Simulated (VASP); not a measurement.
Here is a VASP 6.6.1 calculation.

Contents of INCAR:

```
  ALGO = Normal
  EDIFF = 1E-6
  ENCUT = 520
  GGA = PE
  ISIF = 2
  ISMEAR = 0
  LASPH = T
  LCHARG = T
  LELF = T
  LREAL = F
  LVHAR = T
  LWAVE = F
  NBANDS = 38
  NELM = 60
  PREC = Accurate
  SIGMA = 0.2445
```

KPOINTS

```
k-points
0
Gamma
  4 4 4
```

POSCAR

```
Al2CdPt4
1.0
    0.0000000000      5.2536030000      0.0000000000
    5.2536030000      0.0000000000      0.0000000000
    2.6268020000      2.6268020000     -4.8721410000
Pt Cd Al
4 1 2
Direct
    0.3700000000      0.3800000000      0.7400000000
    0.6200000000      0.1100000000      0.2600000000
    0.8900000000      0.8800000000      0.7400000000
    0.1200000000      0.6300000000      0.2600000000
    0.5000000000      0.5000000000      0.0000000000
    0.7500000000      0.2500000000      0.5000000000
    0.0000000000      0.0000000000      0.0000000000
```

Potentials or basis: VASP PAW PBE potentials, release 64 (Pt, Cd, Al).

The run is started by

```sh
$ cat potpaw_PBE.64/Pt/POTCAR potpaw_PBE.64/Cd/POTCAR potpaw_PBE.64/Al/POTCAR > POTCAR
$ mpirun -np 1 vasp_std > vasp.out
```

Q: Predict the pressure.

A: 35.3 GPa.

Q: Estimate the band gap on the k mesh.

A: Zero (band 29 reaches 5.98 eV, above the bottom of band 30 at 5.58 eV).

Q: Estimate the largest force.

A: 6.026 eV/Å.

Stress tensor (GPa, compression positive):
```
37.37  0.00  0.00
 0.00 37.37  0.00
 0.00  0.00 31.09
```

Caveat: spin-orbit coupling is left out, which moves the levels of the heavy elements; forces of over 1 eV/Å act on the atoms, so gaps and moduli don't describe the material at rest.
